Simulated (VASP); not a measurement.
# Au (Im-3m) in VASP: further runs

Aim: see how the results for Au move with the level of theory and the settings. Levels: PBEsol, r2SCAN. Tasks: relaxation of cell and atoms, single point.

Everything below comes from runs of VASP 6.6.1. Logs are shortened: lines on timing, memory, paths and dates and some standing lists are left out, and cuts for length are marked.

## Step 1: The cell of the first run

The structure is cubic, space group Im-3m (No. 229). Conventional cell: a = 3.315 Å, b = 3.315 Å, c = 3.315 Å, α = 90.00°, β = 90.00°, γ = 90.00°. Au (site symmetry m-3m) has 14 Au at 2.87 to 3.31 Å within 3.8 Å.

## Step 2: Relaxation of cell and atoms, PBEsol, target pressure 20 GPa, at which the enthalpy is minimised

Input file INCAR:

```
SYSTEM = Au
PREC = Accurate ; ENCUT = 600
EDIFF = 1E-6 ; ISMEAR = -1
SIGMA = 0.05 ; LREAL = .False.
LASPH = .True. ; NELM = 80
ALGO = Normal ; ISIF = 3
LWAVE = .False. ; LCHARG = .False.
GGA = PS ; IBRION = 2
NSW = 80 ; EDIFFG = -0.02
PSTRESS = 200.0
```

Input file KPOINTS:

```
regular mesh
0
Gamma
  11 11 11
  0 0 0
```

Input file POSCAR:

```
Au
1.0
   -1.6572690000      1.6572690000      1.6572690000
    1.6572690000     -1.6572690000      1.6572690000
    1.6572690000      1.6572690000     -1.6572690000
Au
1
Direct
    0.0000000000      0.0000000000      0.0000000000
```

Potentials or basis: VASP PAW PBE potentials, release 64 (Au).

On the command line:

```bash
$ cat potpaw_PBE.64/Au/POTCAR > POTCAR
$ mpirun -np 1 vasp_std > vasp.out
```

OUTCAR:

```text
SYSTEM = Au
   PREC = Accurate
   ENCUT = 600
   EDIFF = 1E-6
   ISMEAR = -1
   LREAL = .False.
   LASPH = .True.
   NELM = 80
   ISIF = 3
   GGA = PS
   IBRION = 2
   NSW = 80
   EDIFFG = -0.02
   PSTRESS = 200.0

 ion  position               nearest neighbor table
   1  0.000  0.000  0.000-

  LATTYP: Found a body centered cubic cell.
 ALAT       =     3.3145380000

  Lattice vectors:

 A1 = (  -1.6572690000,   1.6572690000,   1.6572690000)
 A2 = (   1.6572690000,  -1.6572690000,   1.6572690000)
 A3 = (   1.6572690000,   1.6572690000,  -1.6572690000)

Analysis of symmetry for initial positions (statically):
=====================================================================
 Subroutine PRICEL returns:
 Original cell was already a primitive cell.

 Routine SETGRP: Setting up the symmetry group for a
 body centered cubic supercell.

 Subroutine GETGRP returns: Found 48 space group operations
 (whereof 48 operations were pure point group operations)
 out of a pool of 48 trial point group operations.

The static configuration has the point symmetry O_h .

Analysis of symmetry for dynamics (positions and initial velocities):
=====================================================================
 Subroutine PRICEL returns:
 Original cell was already a primitive cell.

 Routine SETGRP: Setting up the symmetry group for a
 body centered cubic supercell.

 Subroutine GETGRP returns: Found 48 space group operations
 (whereof 48 operations were pure point group operations)
 out of a pool of 48 trial point group operations.

The dynamic configuration has the point symmetry O_h .

 Subroutine INISYM returns: Found 48 space group operations
 (whereof 48 operations are pure point group operations),
 and found     1 'primitive' translations

----------------------------------------------------------------------------------------

                                     Primitive cell

  volume of cell :      18.2070

  direct lattice vectors                    reciprocal lattice vectors
    -1.657269000  1.657269000  1.657269000     0.000000000  0.301701172  0.301701172
     1.657269000 -1.657269000  1.657269000     0.301701172  0.000000000  0.301701172
     1.657269000  1.657269000 -1.657269000     0.301701172  0.301701172  0.000000000

  length of vectors
     2.870474110  2.870474110  2.870474110     0.426669890  0.426669890  0.426669890

  position of ions in fractional coordinates (direct lattice)
     0.000000000  0.000000000  0.000000000

  ion indices of the primitive-cell ions
   primitive index   ion index
                 1           1

----------------------------------------------------------------------------------------

 KPOINTS: regular mesh

Automatic generation of k-mesh.
 Grid dimensions read from file:
 generate k-points for:   11   11   11

 Generating k-lattice:

  Cartesian coordinates                     Fractional coordinates (reciprocal lattice)
     0.000000000  0.027427379  0.027427379     0.090909091  0.000000000  0.000000000
     0.027427379  0.000000000  0.027427379     0.000000000  0.090909091  0.000000000
     0.027427379  0.027427379  0.000000000     0.000000000  0.000000000  0.090909091

  Length of vectors
     0.038788172  0.038788172  0.038788172

  Shift w.r.t. Gamma in fractional coordinates (k-lattice)
     0.000000000  0.000000000  0.000000000

 Subroutine IBZKPT returns following result:
 ===========================================

 Found     56 irreducible k-points:

 Following reciprocal coordinates:
            Coordinates               Weight
  0.000000  0.000000  0.000000      1.000000
  0.090909  0.000000  0.000000     12.000000
  0.181818  0.000000  0.000000     12.000000
  0.272727  0.000000  0.000000     12.000000
  0.363636  0.000000  0.000000     12.000000
  0.454545  0.000000  0.000000     12.000000
[... 16 lines left out ...]
  0.272727  0.181818  0.090909     48.000000
  0.363636  0.181818  0.090909     24.000000
 [... further k-points ...]
   k-points           NKPTS =     56   k-points in BZ     NKDIM =     56   number of bands    NBANDS=      9
   number of dos      NEDOS =    301   number of ions     NIONS =      1
   total plane-waves  NPLWV =  13824
   dimension x,y,z NGX =    24 NGY =   24 NGZ =   24
   dimension x,y,z NGXF=    48 NGYF=   48 NGZF=   48
   ions per type =               1
   NGX,Y,Z   is equivalent  to a cutoff of  13.90, 13.90, 13.90 a.u.
   NGXF,Y,Z  is equivalent  to a cutoff of  27.80, 27.80, 27.80 a.u.
 SYSTEM =  Au
   PREC   = accura    normal or accurate (medium, high low for compatibility)
   ISTART =      0    job   : 0-new  1-cont  2-samecut
   ICHARG =      2    charge: 1-file 2-atom 10-const
   ISPIN  =      1    spin polarized calculation?
   LNONCOLLINEAR =      F non collinear calculations
   LSORBIT =      F    spin-orbit coupling
   LASPH  =      T    aspherical Exc in radial PAW
   ENCUT  =  600.0 eV  44.10 Ry    6.64 a.u.   5.73  5.73  5.73*2*pi/ulx,y,z
   NELM   =     80;   NELMIN=  2; NELMDL= -5     # of ELM steps
   EDIFF  = 0.1E-05   stopping-criterion for ELM
   LREAL  =      F    real-space projection
   EDIFFG = -.2E-01   stopping-criterion for IOM
   NSW    =     80    number of steps for IOM
   IBRION =      2    ionic relax: 0-MD 1-quasi-New 2-CG
   NFREE  =      1    steps in history (QN), initial steepest desc. (CG)
   ISIF   =      3    stress and relaxation
   ISYM   =      2    0-nonsym 1-usesym 2-fastsym
   POTIM  = 0.5000    time-step for ionic-motion
   TEBEG  =    0.0;   TEEND  =   0.0 temperature during run
   PSTRESS=  200.0 pullay stress
   NELECT =      11.0000    total number of electrons
   NUPDOWN=      -1.0000    fix difference up-down
   EMIN   =  10.00;   EMAX   =-10.00  energy-range for DOS
   EFERMI =   0.00;   METHOD = LEGACY
   ISMEAR =    -1;   SIGMA  =   0.05  broadening in eV -4-tet -1-fermi 0-gaus
   EFERMI_NEDOS =   21; number of points for ismear=-14 and -15
   IALGO  =     38    algorithm
   IMIX   =      4    mixing-type and parameters
     AMIX     =   0.40;   BMIX     =  1.00
     AMIX_MAG =   1.60;   BMIX_MAG =  1.00
  volume/ion in A,a.u.               =      18.21       122.87
  Fermi-wavevector in a.u.,A,eV,Ry     =   1.383968  2.615320 26.060157  1.915367
  Thomas-Fermi vector in A             =   2.508516
   LORBIT       =      0    0 simple, 1 ext, 2 COOP (PROOUT), +10 PAW based schemes
   GGA     = PS    functional components
   LHFCALC =     F    Hartree Fock is set to
   AEXX    =    0.0000 exact exchange contribution
   IVDW    =     0    specifies the selected vdW correction
   LEPSILON=     F    determine dielectric tensor
   LRPA    =     F    only Hartree local field effects (RPA)
 conjugate gradient relaxation of ions
 non-spin polarized calculation
  energy-cutoff  :      600.00
  volume of cell :       18.21
 maximum number of plane-waves:       621
   NGX = 11   NGY = 11   NGZ = 11

--------------------------------------- Ionic step        1  -------------------------------------------

 number of electron      10.9999998 magnetization

 Free energy of the ion-electron system (eV)
  ---------------------------------------------------
  ext. energy  EPLUGINS =         0.00000000
  ---------------------------------------------------
  free energy    TOTEN  =        -3.86168111 eV

  energy without entropy =       -3.85576485  energy(sigma->0) =       -3.85872298

 E-fermi :   8.0821     XC(G=0): -12.4962

 val. band max:        8.0702560300   @ k =  -0.3636   0.3636   0.2727
 cond. band min:       8.0850866156   @ k =  -0.3636   0.4545   0.0909
 fundamental gap:      0.0148305855
 Fermi energy:         8.0821354808

 k-point     1 :       0.0000    0.0000    0.0000
  band No.  band energies     occupation
      1      -1.0139      2.00000
      2       3.7196      2.00000
      3       3.7196      2.00000
      4       3.7196      2.00000
      5       5.4724      2.00000
      6       5.4724      2.00000
      7      24.6844      0.00000
      8      24.6844      0.00000
      9      24.6844      0.00000

 k-point     2 :       0.0909    0.0000    0.0000
  band No.  band energies     occupation
      1      -0.7284      2.00000
      2       3.6337      2.00000
      3       3.7272      2.00000
      4       3.9146      2.00000
      5       5.3748      2.00000
      6       5.4788      2.00000
      7      24.5039      0.00000
      8      24.7038      0.00000
      9      25.0322      0.00000
[... 403 lines left out ...]
  FREE ENERGIE OF THE ION-ELECTRON SYSTEM (eV)
  ---------------------------------------------------
  free  energy   TOTEN  =        -3.8289207015 eV

  energy  without entropy=       -3.8250120583  energy(sigma->0) =       -3.82696638

  enthalpy is  TOTEN    =        -1.8650059082 eV   P V=        1.9639147934

--------------------------------------- Ionic step        5  -------------------------------------------

 number of electron      11.0000001 magnetization

 Free energy of the ion-electron system (eV)
  ---------------------------------------------------
  ext. energy  EPLUGINS =         0.00000000
  ---------------------------------------------------
  free energy    TOTEN  =        -3.81234714 eV

  energy without entropy =       -3.80854444  energy(sigma->0) =       -3.81044579

 E-fermi :  10.6777     XC(G=0): -13.4185

 val. band max:       10.6576579035   @ k =  -0.3636   0.3636   0.2727
 cond. band min:      10.7314519593   @ k =  -0.3636   0.4545   0.0909
 fundamental gap:      0.0737940558
 Fermi energy:        10.6777221490

 k-point     1 :       0.0000    0.0000    0.0000
  band No.  band energies     occupation
      1      -0.0550      2.00000
      2       5.4559      2.00000
      3       5.4559      2.00000
      4       5.4559      2.00000
      5       7.7028      2.00000
      6       7.7028      2.00000
      7      27.3092      0.00000
      8      27.3092      0.00000
      9      27.3092      0.00000

 k-point     2 :       0.0909    0.0000    0.0000
  band No.  band energies     occupation
      1       0.2738      2.00000
      2       5.3415      2.00000
      3       5.4603      2.00000
      4       5.7038      2.00000
      5       7.5673      2.00000
      6       7.7115      2.00000
      7      27.3772      0.00000
      8      27.4015      0.00000
      9      27.7636      0.00000
[... 286 lines left out ...]
 POSITION                                       TOTAL-FORCE (eV/Angst)
 -----------------------------------------------------------------------------------
      0.00000      0.00000      0.00000        -0.000000      0.000000      0.000000
 -----------------------------------------------------------------------------------
    total drift:                                0.000000      0.000000      0.000000

  FREE ENERGIE OF THE ION-ELECTRON SYSTEM (eV)
  ---------------------------------------------------
  free  energy   TOTEN  =        -3.8123471444 eV

  energy  without entropy=       -3.8085444396  energy(sigma->0) =       -3.81044579

  enthalpy is  TOTEN    =        -1.8660093408 eV   P V=        1.9463378036

 reached required accuracy - stopping structural energy minimisation
```

It took 22 s on 1 thread of Intel Xeon 6975P-C, shared host; peak memory 0.16 GiB.

What came out:

| Item | Value |
| --- | --- |
| Free energy | -3.8123 eV |
| Relaxed volume | 15.59 Å³/atom |
| Relaxed cell | a = 2.726 Å, b = 2.726 Å, c = 2.726 Å, α = 109.47°, β = 109.47°, γ = 109.47° |
| Space group after relaxing (to 0.05 Å) | Im-3m (No. 229) |
| Energy change on relaxing (the enthalpy is what falls) | +49.3 meV/atom |
| Ionic steps | 5 |
| Pressure after relaxing | 20.1 GPa |

Step by step:
```csv
step,energy change (eV),largest force (eV/Å),pressure (GPa),volume (Å³)
1,0.0000,0.0000,-8.99,18.21
2,3.3004,0.0000,277.15,10.83
3,0.0169,0.0000,15.07,15.89
4,0.0328,0.0000,17.61,15.73
5,0.0493,0.0000,20.08,15.59
```

Final structure:
```xyz
1
Lattice="-1.5738 1.5738 1.5738 1.5738 -1.5738 1.5738 1.5738 1.5738 -1.5738" Properties=species:S:1:pos:R:3 pbc="T T T"
Au    0.0000    0.0000    0.0000
```

Caveat: the cell is relaxed towards a set pressure, so the enthalpy falls and the energy may rise; the PAW data sets were made with another functional, which shifts forces and pressure a little; spin-orbit coupling is left out, which moves the levels of the heavy elements.

## Step 3: Relaxation of cell and atoms, PBEsol, target pressure 30 GPa, at which the enthalpy is minimised

Input file INCAR:

```
SYSTEM = Au
PREC = Accurate
ENCUT = 600
EDIFF = 1E-6
ISMEAR = -1
SIGMA = 0.05
LREAL = .False.
LASPH = .True.
NELM = 80
ALGO = Normal
ISIF = 3
LWAVE = .False.
LCHARG = .False.
GGA = PS
IBRION = 2
NSW = 80
EDIFFG = -0.02
PSTRESS = 300.0
```

KPOINTS is that of step 2.

POSCAR is that of step 2.

Potentials or basis: VASP PAW PBE potentials, release 64 (Au).

On the command line:

```bash
$ cat potpaw_PBE.64/Au/POTCAR > POTCAR
$ mpirun -np 1 vasp_std > vasp.out
```

It took 36 s on 1 thread of Intel Xeon 6975P-C, shared host; peak memory 0.16 GiB.

It converged, with:

```
Free energy                                            : -3.7349 eV
Relaxed volume                                         : 15.09 Å³/atom
Relaxed cell                                           : a = 2.697 Å, b = 2.697 Å, c = 2.697 Å, α = 109.47°, β = 109.47°, γ = 109.47°
Space group after relaxing (to 0.05 Å)                 : Im-3m (No. 229)
Energy change on relaxing (the enthalpy is what falls) : +126.8 meV/atom
Ionic steps                                            : 9
Pressure after relaxing                                : 30.0 GPa
```

The path:
| step | energy change (eV) | largest force (eV/Å) | pressure (GPa) | volume (Å³) |
| --- | --- | --- | --- | --- |
| 1 | 0.0000 | 0.0000 | -8.99 | 18.21 |
| 2 | 8.8327 | 0.0000 | 677.34 | 8.85 |
| 3 | -0.0338 | 0.0000 | 1.22 | 16.95 |
| 4 | -0.0067 | 0.0000 | 10.61 | 16.18 |
| 5 | 0.1594 | 0.0000 | 33.73 | 14.93 |
| 6 | 0.1229 | 0.0000 | 29.60 | 15.11 |
| 7 | 0.1339 | 0.0000 | 30.82 | 15.06 |
| 8 | 0.1073 | 0.0000 | 27.73 | 15.20 |
| 9 | 0.1268 | 0.0000 | 29.99 | 15.09 |

Final structure:
```cif
data_structure
_symmetry_space_group_name_H-M 'P 1'
_symmetry_Int_Tables_number 1
_cell_length_a 2.6965
_cell_length_b 2.6965
_cell_length_c 2.6965
_cell_angle_alpha 109.471
_cell_angle_beta 109.471
_cell_angle_gamma 109.471
_cell_volume 15.09
loop_
_atom_site_label
_atom_site_type_symbol
_atom_site_fract_x
_atom_site_fract_y
_atom_site_fract_z
_atom_site_occupancy
Au1 Au 0.00000 0.00000 0.00000 1
```

Levels at points of the mesh, in eV from the Fermi level:
| k point | band 4 | band 5 | band 6 | band 7 | band 8 | band 9 |
| --- | --- | --- | --- | --- | --- | --- |
| (0.00, 0.00, 0.00) | -5.44 | -3.07 | -3.07 | 16.59 | 16.59 | 16.59 |

Caveat: the cell is relaxed towards a set pressure, so the enthalpy falls and the energy may rise; the volume moved by over 15 % at a fixed basis, so the end points are rough; the PAW data sets were made with another functional, which shifts forces and pressure a little; spin-orbit coupling is left out, which moves the levels of the heavy elements.

(Part 1 of 2 ends here.)
